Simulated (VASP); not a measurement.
# AlN: single point with PBE

Crystal: AlN.

```
Al N
1.0
    -3.31348    0.00000    0.00000
     0.00000    0.00000   -4.18759
     0.00000   -5.73911    0.00000
Al N
4 4
Direct
  0.55553 0.22694 0.16667
  0.94447 0.22694 0.66667
  0.05553 0.72694 0.33333
  0.44447 0.72694 0.83333
  0.55350 0.79442 0.16667
  0.94650 0.79442 0.66667
  0.05350 0.29442 0.33333
  0.44650 0.29442 0.83333
```

This cell differs from its parent crystal: mode 4 frozen in at -0.184 Å and mode 5 at -0.186 Å (largest displacements).

```
Program                : VASP 6.6.1
Task                   : single point
Functional             : PBE
Potentials or basis    : VASP PAW PBE potentials, release 64 (Al, N)
Cutoff                 : 520 eV
k mesh                 : 8 × 6 × 4
Occupations            : gaussian, width 0.05 eV
Spin                   : no spin polarisation
Dipole correction      : no
Further INCAR settings : ALGO = Normal; EDIFF = 1e-06; NBANDS = 26
```

```
Pressure               : 6.0 GPa
Largest force          : 1.710 eV/Å
Band gap on the k mesh : 3.47 eV, direct
```

Forces in eV/Å, atoms in the order of the input:
```
Al   0.576  0.213 -1.596
Al  -0.576  0.213 -1.596
Al   0.576 -0.213 -1.596
Al  -0.576 -0.213 -1.596
N    0.353  0.276  1.596
N   -0.353  0.276  1.596
N    0.353 -0.276  1.596
N   -0.353 -0.276  1.596
```

Stress tensor (GPa, compression positive):
```
-6.88  0.00  0.00
 0.00 -4.72  0.00
 0.00  0.00 29.52
```

Levels at points of the mesh, in eV from the valence-band top:
| k point | band 12 | band 13 | band 14 | band 15 | band 16 | band 17 | band 18 | band 19 | band 20 | band 21 |
| --- | --- | --- | --- | --- | --- | --- | --- | --- | --- | --- |
| (0.00, 0.00, 0.00) | -2.35 | -1.14 | -1.00 | -0.97 | 0.00 | 3.47 | 4.35 | 4.42 | 6.96 | 7.62 |
| (0.50, 0.00, 0.00) | -3.25 | -2.24 | -2.24 | -1.66 | -1.66 | 5.83 | 5.83 | 6.29 | 6.29 | 8.09 |
| (0.00, 0.50, 0.00) | -2.08 | -1.79 | -1.79 | -1.38 | -1.38 | 5.11 | 5.11 | 5.59 | 5.59 | 8.72 |
| (0.50, 0.50, 0.00) | -3.80 | -0.81 | -0.81 | -0.57 | -0.57 | 5.90 | 5.90 | 7.03 | 7.03 | 8.28 |
| (0.00, 0.00, 0.50) | -2.73 | -1.04 | -1.04 | -0.77 | -0.77 | 4.87 | 4.87 | 6.08 | 6.08 | 8.02 |
| (0.50, 0.00, 0.50) | -3.60 | -2.48 | -2.48 | -1.03 | -1.03 | 4.19 | 4.19 | 7.06 | 7.06 | 7.66 |
| (0.00, 0.50, 0.50) | -2.45 | -1.47 | -1.47 | -1.47 | -1.47 | 5.53 | 5.53 | 5.53 | 5.53 | 8.80 |
| (0.50, 0.50, 0.50) | -2.73 | -1.42 | -1.42 | -1.34 | -1.34 | 5.27 | 5.27 | 5.34 | 5.34 | 9.24 |

Run time: 46 s on 1 thread of Intel(R) Xeon(R) 6975P-C (Granite Rapids), on a shared host, peak memory 0.24 GiB.

Caveat: the cell differs from its parent crystal (mode 4 frozen in at -0.184 Å and mode 5 at -0.186 Å (largest displacements)); forces of over 1 eV/Å act on the atoms, so gaps and moduli don't describe the material at rest.
